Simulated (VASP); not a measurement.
Here is a VASP 6.6.1 calculation.

File INCAR:

```
PREC = Accurate ; ENCUT = 600
EDIFF = 1E-6 ; ISMEAR = -1
SIGMA = 0.05 ; LREAL = False
LASPH = True ; NELM = 100
ALGO = Normal ; ISIF = 3
LWAVE = False ; LCHARG = False
GGA = PE ; IBRION = 2
NSW = 32 ; EDIFFG = -0.005
PSTRESS = 310.0
```

Contents of KPOINTS:

```
Automatic mesh
0
Gamma
  18 18 18
```

Contents of POSCAR:

```
Mo
1.0
   -1.5300698036      1.5300698036      1.5300698036
    1.5300698036     -1.5300698036      1.5300698036
    1.5300698036      1.5300698036     -1.5300698036
Mo
1
Direct
    0.0000000000      0.0000000000      0.0000000000
```

Potentials or basis: VASP PAW PBE potentials, release 64 (Mo_sv).

The run is started by

```console
$ cat potpaw_PBE.64/Mo_sv/POTCAR > POTCAR
$ mpirun -np 1 vasp_std > vasp.out
```

Task: What does it give for the band gap on the k mesh?

Result: Zero (band 7 reaches 18.50 eV, above the bottom of band 8 at 12.47 eV).

Task: Predict the relaxed cell.

Result: a = 2.652 Å, b = 2.652 Å, c = 2.652 Å, α = 109.47°, β = 109.47°, γ = 109.47°.

Task: What does it give for the relaxed volume?

Result: 14.35 Å³/atom.

Final structure:
```
CELL_PARAMETERS angstrom
-1.53094 1.53094 1.53094
1.53094 -1.53094 1.53094
1.53094 1.53094 -1.53094
ATOMIC_POSITIONS crystal
Mo 0.00000 0.00000 0.00000
```

Caveat: the cell is relaxed towards a set pressure, so the enthalpy falls and the energy may rise.
